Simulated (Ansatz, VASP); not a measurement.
**ZrTi3C4: VASP beside Ansatz**

```xyz
8
Lattice="4.4483 -0.0005 0.0008 -0.0005 4.4480 0.0014 -2.2232 -2.2224 4.4278" Properties=species:S:1:pos:R:3 pbc="T T T"
Zr    0.0008    0.0014    4.4289
Ti    2.2247    2.2252    4.4300
Ti    0.0002    2.2250    2.2152
Ti    2.2247    0.0003    2.2149
C     0.0003    0.0005    2.1606
C     2.2242   -0.0002    0.0004
C     2.2242    2.2245    2.2695
C    -0.0002    2.2240    0.0007
```

Change from the starting cell: cell x1, atoms moved at random (sigma 0.1 Å) and cell strained at random (1.5 %), then relaxed without symmetry.

Alike in both runs: functional PBE; k mesh 6 × 6 × 6; occupations gaussian, width 0.2 eV; no spin polarisation.

Ansatz relaxed the structure, and its values are those at the end. VASP's run is a single point on that final structure, the one shown.

|  | VASP | Ansatz |
| --- | --- | --- |
| version | VASP 6.6.1 | Ansatz 0.2.0 |
| potentials or method | VASP PAW PBE potentials, release 64 (Zr_sv, Ti_sv, C), cutoff 520 eV | scalar-relativistic, plane waves, PAW |
| valence electrons in the cell | 64 | 64 |

VASP gave:

| Quantity | Value |
| --- | --- |
| gap on the k mesh at the Fermi level (eV) | none |
| pressure (GPa) | 0.3 |

Q: Which values does Ansatz return?

A: gap on the k mesh at the Fermi level (eV): none; pressure (GPa): 0.0.

A gap of «none» marks a metal or a gap that the smearing closes. The functional is the same, so the differences come from potentials, cutoffs and numerics.
